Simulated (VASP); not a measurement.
A run of VASP 6.6.1 is set up as follows.

File INCAR:

```
  PREC = Accurate
  ENCUT = 520
  EDIFF = 1E-6
  ISMEAR = 0
  SIGMA = 0.1
  LREAL = False
  LASPH = True
  NELM = 60
  ALGO = Normal
  ISIF = 2
  LWAVE = False
  LCHARG = False
  GGA = PE
  NBANDS = 34
```

File KPOINTS:

```
regular mesh
0
Gamma
  6 6 10
```

POSCAR

```
Ta2NbN3
1.0
    5.2280154039      0.0000000000      0.0000000000
   -2.6140077020      4.5275941511      0.0000000000
    0.0000000000      0.0000000000      2.9187374185
Ta Nb N
2 1 3
Direct
    0.3333333333      0.6666666667      0.5000000000
    0.6666666667      0.3333333333      0.5000000000
    0.0000000000      0.0000000000      0.0000000000
    0.3946437177      0.0000000000      0.0000000000
    0.0000000000      0.3946437177      0.0000000000
    0.6053562823      0.6053562823      0.0000000000
```

Potentials or basis: VASP PAW PBE potentials, release 64 (Ta_pv, Nb_sv, N).

Run with:

```sh
$ cat potpaw_PBE.64/Ta_pv/POTCAR potpaw_PBE.64/Nb_sv/POTCAR potpaw_PBE.64/N/POTCAR > POTCAR
$ mpirun -np 1 vasp_std > vasp.out
```

(1) Predict the band gap on the k mesh.

(2) What does it give for the largest force?

Results:

(1) zero (band 25 reaches 11.25 eV, above the bottom of band 26 at 8.48 eV).

(2) 0.049 eV/Å.

Caveat: spin-orbit coupling is left out, which moves the levels of the heavy elements.
